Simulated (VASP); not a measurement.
Here is a VASP 6.6.1 calculation.

INCAR

```
SYSTEM = KP3Ru
  ALGO = Normal
  EDIFF = 1E-6
  ENCUT = 520
  GGA = PE
  ISIF = 2
  ISMEAR = 0
  ISPIN = 2
  LASPH = .TRUE.
  LCHARG = .FALSE.
  LMAXMIX = 4
  LORBIT = 11
  LREAL = .FALSE.
  LWAVE = .FALSE.
  MAGMOM = 0 0 0 0 1
  NBANDS = 31
  NELM = 150
  PREC = Accurate
  SIGMA = 0.1
```

Contents of KPOINTS:

```
k-points
0
G
  4 4 4
  0 0 0
```

File POSCAR:

```
KP3Ru
1.0
    4.9182725816      0.0000000000      0.0000000000
    0.0000000000      4.9182725816      0.0000000000
    0.0000000000      0.0000000000      4.9182725816
K P Ru
1 3 1
Direct
    0.5000000000      0.5000000000      0.5000000000
    0.0000000000      0.5000000000      0.5000000000
    0.5000000000      0.5000000000      0.0000000000
    0.5000000000      0.0000000000      0.5000000000
    0.0000000000      0.0000000000      0.0000000000
```

Potentials or basis: VASP PAW PBE potentials, release 64 (K_sv, P, Ru_pv).

Command:

```console
$ cat potpaw_PBE.64/K_sv/POTCAR potpaw_PBE.64/P/POTCAR potpaw_PBE.64/Ru_pv/POTCAR > POTCAR
$ mpirun -np 1 vasp_std > vasp.out
```

Q: Predict the site moments.

A: K +0.04; P -0.01; Ru +2.42 μB.

Q: Predict the net moment.

A: 2.51 μB per cell.
